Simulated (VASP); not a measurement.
Input of a VASP 6.6.1 run:

The input POSCAR:

```
BP
1.0
    0.0000000000      2.3126685000      2.3126685000
    2.3126685000      0.0000000000      2.3126685000
    2.3126685000      2.3126685000      0.0000000000
B P
1 1
Direct
    0.0000000000      0.0000000000      0.0000000000
    0.2500000000      0.2500000000      0.2500000000
```

The input INCAR.step1:

```
SYSTEM = BP
ALGO = Normal
EDIFF = 1E-4
ENCUT = 520
GGA = PE
ISMEAR = -1
LASPH = .TRUE.
LCHARG = .FALSE.
LREAL = .FALSE.
LWAVE = .TRUE.
NBANDS = 11
NELM = 80
PREC = Accurate
SIGMA = 0.02
```

INCAR.step2

```
SYSTEM = BP
ALGO = Normal
EDIFF = 1E-6
ENCUT = 520
ISIF = 2
ISMEAR = -1
ISTART = 1
LASPH = .TRUE.
LCHARG = .FALSE.
LMIXTAU = .TRUE.
LREAL = .FALSE.
LWAVE = .FALSE.
METAGGA = R2SCAN
NBANDS = 11
NELM = 80
PREC = Accurate
SIGMA = 0.02
```

The input KPOINTS:

```
k-points
0
G
  10 10 10
  0 0 0
```

Potentials or basis: VASP PAW PBE potentials, release 64 (B, P).

Run with:

```sh
$ cat potpaw_PBE.64/B/POTCAR potpaw_PBE.64/P/POTCAR > POTCAR
$ cp INCAR.step1 INCAR
$ mpirun -np 1 vasp_std > vasp.out
$ cp INCAR.step2 INCAR
$ mpirun -np 1 vasp_std > vasp.out
```

Predict the band gap on the k mesh.

1.52 eV, indirect (least direct gap 3.56 eV).

What does it give for the pressure?

-9.3 GPa.

Caveat: the PAW data sets were made with another functional, which shifts forces and pressure a little. A k mesh can miss the band edges.
